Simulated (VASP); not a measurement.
HfC: relaxation of cell and atoms with LDA

Crystal: HfC.

```
Hf C
1.0
     0.00000    2.28635    2.28635
     2.28635    0.00000    2.28635
     2.28635    2.28635    0.00000
Hf C
1 1
Direct
  0.50000 0.50000 0.50000
  0.00000 0.00000 0.00000
```

| Item | Value |
| --- | --- |
| Program | VASP 6.6.1 |
| Task | relaxation of cell and atoms |
| Functional | LDA |
| Potentials or basis | VASP PAW LDA potentials, release 64 (Hf_pv, C) |
| Cutoff | 600 eV |
| k mesh | 16 × 16 × 16 |
| Occupations | fermi-dirac, width 0.15 eV |
| Spin | no spin polarisation |
| Dipole correction | no |
| Further INCAR settings | ALGO = Normal; EDIFF = 1e-06; IBRION = 2; EDIFFG = -0.001; NSW = 80; ISIF = 3 |

| Property | Result |
| --- | --- |
| Relaxed volume | 11.98 Å³/atom |
| Relaxed cell | a = 3.236 Å, b = 3.236 Å, c = 3.236 Å, α = 60.00°, β = 60.00°, γ = 60.00° |
| Space group after relaxing (to 0.05 Å) | Fm-3m (No. 225) |
| Energy gained by relaxing | 0.0 meV/atom |
| Ionic steps | 3 |
| Pressure after relaxing | 0.0 GPa |
| Band gap on the k mesh | zero (band 7 reaches 7.28 eV, above the bottom of band 8 at 5.82 eV) |

Final structure:
```cif
data_structure
_symmetry_space_group_name_H-M 'P 1'
_symmetry_Int_Tables_number 1
_cell_length_a 3.2357
_cell_length_b 3.2357
_cell_length_c 3.2357
_cell_angle_alpha 60.000
_cell_angle_beta 60.000
_cell_angle_gamma 60.000
_cell_volume 23.96
loop_
_atom_site_label
_atom_site_type_symbol
_atom_site_fract_x
_atom_site_fract_y
_atom_site_fract_z
_atom_site_occupancy
Hf1 Hf 0.50000 0.50000 0.50000 1
C1 C 0.00000 0.00000 0.00000 1
```

Levels at points of the mesh, in eV from the Fermi level:
| k point | band 4 | band 5 | band 6 | band 7 | band 8 | band 9 | band 10 | band 11 |
| --- | --- | --- | --- | --- | --- | --- | --- | --- |
| (0.00, 0.00, 0.00) | -12.38 | 1.05 | 1.05 | 1.05 | 1.32 | 1.32 | 1.32 | 3.47 |
| (0.50, 0.00, 0.00) | -8.26 | -6.34 | -3.16 | -3.16 | 5.49 | 5.49 | 6.01 | 6.89 |
| (0.50, 0.50, 0.00) | -10.45 | -2.43 | -2.00 | 0.00 | 0.00 | 5.53 | 7.02 | 7.02 |

It took 49 s on 1 thread of Intel(R) Xeon(R) Platinum 8488C (Sapphire Rapids), on a shared host, peak memory 0.19 GiB.

Caveat: spin-orbit coupling is left out, which moves the levels of the heavy elements.
